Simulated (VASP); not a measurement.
Here is a VASP 6.6.1 calculation.

The input INCAR:

```
SYSTEM = CuO
ALGO = Normal
EDIFF = 1E-7
ENCUT = 520
GGA = PS
ISIF = 2
ISMEAR = -1
LASPH = .True.
LCHARG = .False.
LREAL = .False.
LWAVE = .False.
NBANDS = 25
NELM = 80
PREC = Accurate
SIGMA = 0.05
```

The input KPOINTS:

```
k-points
0
Gamma
  8 8 5
  0 0 0
```

Contents of POSCAR:

```
CuO
1.0
    0.0008457795     -2.0901398902     -2.0883192989
   -2.0901090239      0.0008468668     -2.0883203861
    2.0788030696      2.0788371977     -4.1661816846
Cu O
2 2
Direct
    0.4999990936      0.5000002424      0.5000010371
   -0.0000009064      1.0000002424      1.0000010371
    0.7500009064      0.7499997576      0.7499989629
    0.2500009064      0.2499997576      0.2499989629
```

Potentials or basis: VASP PAW PBE potentials, release 64 (Cu, O).

Launch:

```bash
$ cat potpaw_PBE.64/Cu/POTCAR potpaw_PBE.64/O/POTCAR > POTCAR
$ mpirun -np 1 vasp_std > vasp.out
```

(1) Estimate the pressure.

(2) Estimate the band gap on the k mesh.

Results:

(1) 0.5 GPa.

(2) zero (band 17 reaches 7.44 eV, above the bottom of band 18 at 6.18 eV).

Caveat: the PAW data sets were made with another functional, which shifts forces and pressure a little; semilocal functionals often make such compounds metallic where correlation or magnetic order opens a gap, which also shifts bond lengths.
